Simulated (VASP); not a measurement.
Se, 3 atoms in the cell. Symmetry: P3_121, No. 152, trigonal system. The conventional cell has a = 4.366 Å, b = 4.366 Å, c = 4.954 Å, α = 90.00°, β = 90.00°, γ = 120.00°. Se (site symmetry 2) has 2 Se at 2.37 Å within 3.1 Å. 

- Program: VASP 6.6.1
- Task: relaxation of cell and atoms
- Functional: PBEsol
- Potentials or basis: VASP PAW PBE potentials, release 64 (Se)
- Cutoff: 600 eV
- k mesh: 7 × 7 × 6
- Occupations: fermi-dirac, width 0.05 eV
- Spin: no spin polarisation
- Dipole correction: no
- Further INCAR settings: ALGO = Normal; EDIFF = 1e-07; IBRION = 2; EDIFFG = -0.01; NSW = 60; ISIF = 3

Potentials or basis: VASP PAW PBE potentials, release 64 (Se).

Launch:

```console
$ cat potpaw_PBE.64/Se/POTCAR > POTCAR
$ mpirun -np 1 vasp_std > vasp.out
```

Hardware: 1 thread of Intel(R) Xeon(R) Platinum 8259CL CPU @ 2.50GHz (Skylake/Cascade Lake), with other jobs on the host.

Task: How long does it take, and how much memory?

Result: Wall time 4.4 min on 1 thread of Intel(R) Xeon(R) Platinum 8259CL CPU @ 2.50GHz (Skylake/Cascade Lake) (shared host), peak memory 0.24 GiB. Counts: scf iterations 100, k points 40, ion steps 13.
